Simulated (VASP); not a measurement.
# V (P6_3/mmc) in VASP: further runs, part 2 of 2

VASP 6.6.1. Earlier steps stand in the parts before.

**3. Single point, r2SCAN (volume scaled by 0.92)**

File POSCAR:

```
V
1.0
    2.5510931688      0.0000000000      0.0000000000
   -1.2755465844      2.2093114916      0.0000000000
    0.0000000000      0.0000000000      8.9325815331
V
4
Direct
    1.0000000000      0.0000000000      0.0000000000
    1.0000000000      1.0000000000      0.5000000000
    0.3333333333      0.6666666667      0.2500000000
    0.6666666667      0.3333333333      0.7500000000
```

File INCAR.step1:

```
SYSTEM = V
ALGO = Normal ; EDIFF = 1E-4
ENCUT = 520 ; GGA = PE
ISMEAR = -1 ; LASPH = .TRUE.
LCHARG = .FALSE. ; LREAL = .FALSE.
LWAVE = .TRUE. ; NBANDS = 34
NELM = 80 ; PREC = Accurate
SIGMA = 0.1
```

File INCAR.step2:

```
SYSTEM = V
ALGO = Normal ; EDIFF = 1E-6
ENCUT = 520 ; ISIF = 2
ISMEAR = -1 ; ISTART = 1
LASPH = .TRUE. ; LCHARG = .FALSE.
LMIXTAU = .TRUE. ; LREAL = .FALSE.
LWAVE = .FALSE. ; METAGGA = R2SCAN
NBANDS = 34 ; NELM = 80
PREC = Accurate ; SIGMA = 0.1
```

File KPOINTS:

```
k-points
0
G
  15 15 4
  0 0 0
```

Potentials or basis: VASP PAW PBE potentials, release 64 (V_sv).

Started as:

```
cat potpaw_PBE.64/V_sv/POTCAR > POTCAR
cp INCAR.step1 INCAR
mpirun -np 1 vasp_std > vasp.out
cp INCAR.step2 INCAR
mpirun -np 1 vasp_std > vasp.out
```

Wall time 11 min (1 thread of Intel Xeon Platinum 8259CL at 2.50GHz (Skylake/Cascade Lake), shared host); peak memory 0.24 GiB.

It converged, with:

* Free energy: -55.4007 eV
* Pressure: 18.9 GPa
* Band gap on the k mesh: zero (band 26 reaches 11.44 eV, above the bottom of band 27 at 10.27 eV)

Stress tensor (GPa, compression positive):
```
18.61  0.00  0.00
 0.00 18.61  0.00
 0.00  0.00 19.47
```

Levels at points of the mesh, in eV from the Fermi level:
| k point | band 23 | band 24 | band 25 | band 26 | band 27 | band 28 | band 29 | band 30 |
| --- | --- | --- | --- | --- | --- | --- | --- | --- |
| (0.00, 0.00, 0.00) | -0.46 | 0.09 | 0.27 | 0.27 | 0.33 | 0.33 | 0.58 | 0.58 |
| (0.00, 0.00, 0.50) | -0.70 | -0.70 | 0.34 | 0.34 | 0.34 | 0.34 | 0.56 | 0.56 |

Caveat: the cell differs from its parent crystal (volume scaled by 0.92); the PAW data sets were made with another functional, which shifts forces and pressure a little.

**4. Single point, r2SCAN (volume scaled by 0.96)**

File POSCAR:

```
V
1.0
    2.5875422814      0.0000000000      0.0000000000
   -1.2937711407      2.2408773491      0.0000000000
    0.0000000000      0.0000000000      9.0602070836
V
4
Direct
    1.0000000000      0.0000000000      0.0000000000
    1.0000000000      1.0000000000      0.5000000000
    0.3333333333      0.6666666667      0.2500000000
    0.6666666667      0.3333333333      0.7500000000
```

File INCAR.step1:

```
PREC = Accurate
ENCUT = 520
ISMEAR = -1
SIGMA = 0.1
LREAL = F
LASPH = T
NELM = 100
NBANDS = 34
GGA = PE
ALGO = Normal
EDIFF = 1E-4
LWAVE = T
LCHARG = F
```

File INCAR.step2:

```
PREC = Accurate
ENCUT = 520
EDIFF = 1E-6
ISMEAR = -1
SIGMA = 0.1
LREAL = F
LASPH = T
NELM = 100
ALGO = Normal
ISIF = 2
LWAVE = F
LCHARG = T
METAGGA = R2SCAN
LMIXTAU = T
LELF = T
LVHAR = T
NBANDS = 34
ISTART = 1
```

File KPOINTS:

```
regular mesh
0
Gamma
  15 15 4
```

Potentials or basis: VASP PAW PBE potentials, release 64 (V_sv).

Started as:

```
cat potpaw_PBE.64/V_sv/POTCAR > POTCAR
cp INCAR.step1 INCAR
mpirun -np 1 vasp_std > vasp.out
cp INCAR.step2 INCAR
mpirun -np 1 vasp_std > vasp.out
```

OUTCAR:

```text
PREC = Accurate
   ENCUT = 520
   EDIFF = 1E-6
   ISMEAR = -1
   LREAL = F
   LASPH = T
   NELM = 100
   ISIF = 2
   METAGGA = R2SCAN
   ISTART = 1

 ion  position               nearest neighbor table
   1  0.000  0.000  0.000-   3 2.71   4 2.71   4 2.71   3 2.71   4 2.71   3 2.71
   2  0.000  0.000  0.500-   3 2.71   4 2.71   4 2.71   3 2.71   4 2.71   3 2.71
   3  0.333  0.667  0.250-   1 2.71   2 2.71   1 2.71   2 2.71   1 2.71   2 2.71
   4  0.667  0.333  0.750-   1 2.71   2 2.71   1 2.71   2 2.71   1 2.71   2 2.71

  LATTYP: Found a hexagonal cell.
 ALAT       =     2.5875422814
 C/A-ratio  =     3.5014720914

  Lattice vectors:

 A1 = (   2.5875422814,   0.0000000000,   0.0000000000)
 A2 = (  -1.2937711407,   2.2408773491,   0.0000000000)
 A3 = (   0.0000000000,   0.0000000000,   9.0602070836)

Analysis of symmetry for initial positions (statically):
=====================================================================
 Subroutine PRICEL returns:
 Original cell was already a primitive cell.
[... 167 lines left out ...]

 Free energy of the ion-electron system (eV)
  ---------------------------------------------------
  ext. energy  EPLUGINS =         0.00000000
  ---------------------------------------------------
  free energy    TOTEN  =       -55.58937971 eV

  energy without entropy =      -55.40471872  energy(sigma->0) =      -55.49704922

 E-fermi :  10.3655     XC(G=0): -14.2078

 val. band max:       10.3628120169   @ k =   0.4667  -0.0000   0.2500
 cond. band min:      10.3856010819   @ k =   0.2667   0.2000   0.5000
 fundamental gap:      0.0227890650
 Fermi energy:        10.3655086576

 k-point     1 :       0.0000    0.0000    0.0000
  band No.  band energies     occupation
      1     -56.2578      2.00000
      2     -56.1924      2.00000
      3     -56.1574      2.00000
      4     -56.0909      2.00000
      5     -29.3090      2.00000
      6     -28.8839      2.00000
[... 877 lines left out ...]
     33      13.1908      0.00000
     34      13.3732      0.00000

 [... further k-points ...]
[... 5 lines left out ...]
  --------------------------------------------------------------------------------------
  -------------------------------------------------------------------------------------
  Total        2.8899543      2.8899543      2.9722089      0.0000000     -0.0000000      0.0000000
  in kB       88.1369235     88.1369235     90.6454984      0.0000000     -0.0000000      0.0000000
  external PRESSURE =      88.9731151 kB  Pullay stress =       0.0000000 kB

 VOLUME and BASIS-vectors are now :
 -----------------------------------------------------------------------------
  energy-cutoff  :      520.00
  volume of cell :       52.53
      direct lattice vectors                 reciprocal lattice vectors
     2.587542281  0.000000000  0.000000000     0.386467115  0.223126893  0.000000000
    -1.293771141  2.240877349  0.000000000     0.000000000  0.446253786  0.000000000
     0.000000000  0.000000000  9.060207084     0.000000000  0.000000000  0.110372753

 POSITION                                       TOTAL-FORCE (eV/Angst)
 -----------------------------------------------------------------------------------
      0.00000      0.00000      0.00000        -0.000000     -0.000000      0.000000
      0.00000      0.00000      4.53010        -0.000000     -0.000000      0.000000
     -0.00000      1.49392      2.26505         0.000000     -0.000000      0.000000
      1.29377      0.74696      6.79516        -0.000000      0.000000     -0.000000
 -----------------------------------------------------------------------------------
    total drift:                                0.000000     -0.000000      0.000000

  FREE ENERGIE OF THE ION-ELECTRON SYSTEM (eV)
  ---------------------------------------------------
  free  energy   TOTEN  =       -55.5893797115 eV

  energy  without entropy=      -55.4047187192  energy(sigma->0) =      -55.49704922
```

Run time: 11 min. Hardware: 1 thread of Intel Xeon Platinum 8259CL at 2.50GHz (Skylake/Cascade Lake), shared host; peak memory 0.24 GiB.

Results:

```
Free energy            : -55.5894 eV
Pressure               : 8.9 GPa
Band gap on the k mesh : zero (band 26 reaches 10.78 eV, above the bottom of band 27 at 9.71 eV)
```

Caveat: the cell differs from its parent crystal (volume scaled by 0.96); the PAW data sets were made with another functional, which shifts forces and pressure a little.

**5. Single point, r2SCAN**

This run uses another cell than the first one, of 13.68 Å³/atom, 1.136 times its volume.

File POSCAR:

```
V
1.0
    2.6229924713      0.0000000000      0.0000000000
   -1.3114962356      2.2715781141      0.0000000000
    0.0000000000      0.0000000000      9.1843349340
V
4
Direct
    1.0000000000      0.0000000000      0.0000000000
    1.0000000000      1.0000000000      0.5000000000
    0.3333333333      0.6666666667      0.2500000000
    0.6666666667      0.3333333333      0.7500000000
```

File INCAR.step1:

```
  ALGO = Normal
  EDIFF = 1E-4
  ENCUT = 520
  GGA = PE
  ISMEAR = -1
  LASPH = T
  LCHARG = F
  LREAL = F
  LWAVE = T
  NBANDS = 34
  NELM = 100
  PREC = Accurate
  SIGMA = 0.1
```

File INCAR.step2:

```
  ALGO = Normal
  EDIFF = 1E-7
  ENCUT = 520
  ISIF = 2
  ISMEAR = -1
  ISTART = 1
  LASPH = T
  LCHARG = F
  LMIXTAU = T
  LREAL = F
  LWAVE = F
  METAGGA = R2SCAN
  NBANDS = 34
  NELM = 100
  PREC = Accurate
  SIGMA = 0.1
```

File KPOINTS:

```
k-points
0
Gamma
  15 15 4
```

Started as:

```
cat potpaw_PBE.64/V_sv/POTCAR > POTCAR
cp INCAR.step1 INCAR
mpirun -np 1 vasp_std > vasp.out
cp INCAR.step2 INCAR
mpirun -np 1 vasp_std > vasp.out
```

Wall time 13 min (1 thread of Intel Xeon Platinum 8259CL at 2.50GHz (Skylake/Cascade Lake), shared host); peak memory 0.24 GiB.

The run converged. Its results:

| Property | Result |
| --- | --- |
| Free energy | -55.6535 eV |
| Pressure | 0.6 GPa |
| Band gap on the k mesh | zero (band 26 reaches 10.19 eV, above the bottom of band 27 at 9.19 eV) |

Stress tensor (GPa, compression positive):
```
0.65 0.00 0.00
0.00 0.65 0.00
0.00 0.00 0.53
```

Levels at points of the mesh, in eV from the Fermi level:
```tsv
k point	band 24	band 25	band 26	band 27	band 28	band 29
(0.00, 0.00, 0.00)	-0.11	0.29	0.29	0.33	0.33	0.56
(0.00, 0.00, 0.50)	-0.62	0.35	0.35	0.35	0.35	0.54
```

Caveat: the PAW data sets were made with another functional, which shifts forces and pressure a little.

**6. Overview**

| cell | gap on the mesh (eV) | pressure (GPa) |
| --- | --- | --- |
| a = 2.514, b = 2.514, c = 8.801 Å, angles 90.0, 90.0, 120.0°, 4 atoms | none | 31.0 |
| a = 2.551, b = 2.551, c = 8.933 Å, angles 90.0, 90.0, 120.0°, 4 atoms | none | 18.9 |
| a = 2.588, b = 2.588, c = 9.060 Å, angles 90.0, 90.0, 120.0°, 4 atoms | none | 8.9 |
| a = 2.623, b = 2.623, c = 9.184 Å, angles 90.0, 90.0, 120.0°, 4 atoms | none | 0.6 |

Alike in all rows: task single point; level r2SCAN; potentials or basis VASP PAW PBE potentials, release 64 (V_sv); no spin polarisation; k mesh 15 × 15 × 4; cutoff (eV) 520; smearing fermi-dirac 0.1 eV.

Caveats: the PAW data sets were made with another functional, which shifts forces and pressure a little.

Absolute energies hang on the potentials; compare differences alone.
